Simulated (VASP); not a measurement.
**NbSi2: single point with PBE**

NbSi2:

```
CELL_PARAMETERS angstrom
4.82309 0.00000 0.00000
-2.41154 4.17692 0.00000
0.00000 0.00000 6.62898
ATOMIC_POSITIONS crystal
Si 0.16700 0.33400 0.00000
Si 0.83300 0.16700 0.66667
Si 0.66600 0.83300 0.33333
Si 0.83300 0.66600 0.00000
Si 0.16700 0.83300 0.66667
Si 0.33400 0.16700 0.33333
Nb 0.50000 0.00000 0.00000
Nb 0.50000 0.50000 0.66667
Nb 0.00000 0.50000 0.33333
```

```
Program                : VASP 6.6.1
Task                   : single point
Functional             : PBE
Potentials or basis    : VASP PAW PBE potentials, release 64 (Si, Nb_sv)
Cutoff                 : 520 eV
k mesh                 : 4 × 4 × 3
Occupations            : fermi-dirac, width 0.1 eV
Spin                   : no spin polarisation
Dipole correction      : no
Further INCAR settings : ALGO = Normal; EDIFF = 1e-07; NBANDS = 42
```

```yaml
Pressure: -0.9 GPa
Largest_force: 0.680 eV/Å
```

Forces on the atoms (eV/Å):
```
Si   0.000 -0.680  0.000
Si   0.589 -0.340  0.000
Si   0.589  0.340  0.000
Si   0.000  0.680  0.000
Si  -0.589  0.340  0.000
Si  -0.589 -0.340  0.000
Nb   0.000  0.000  0.000
Nb   0.000  0.000 -0.001
Nb   0.000  0.000  0.001
```

Stress tensor (GPa, compression positive):
```
-1.57  0.00  0.00
 0.00 -1.57  0.00
 0.00  0.00  0.46
```

Levels at points of the mesh, in eV from the Fermi level:
```tsv
k point	band 29	band 30	band 31	band 32	band 33	band 34
(0.00, 0.00, 0.00)	-2.00	-1.97	-1.97	-1.39	0.58	3.06
(0.50, 0.00, 0.00)	-1.09	-0.76	-0.10	0.14	0.64	1.10
(0.00, 0.50, 0.00)	-1.09	-0.76	-0.10	0.14	0.64	1.10
```

It took 70 s on 1 thread of Intel(R) Xeon(R) Platinum 8375C CPU @ 2.90GHz (Ice Lake), on a shared host, peak memory 0.26 GiB.

Caveat: the k points lie up to 0.38 Å⁻¹ apart.
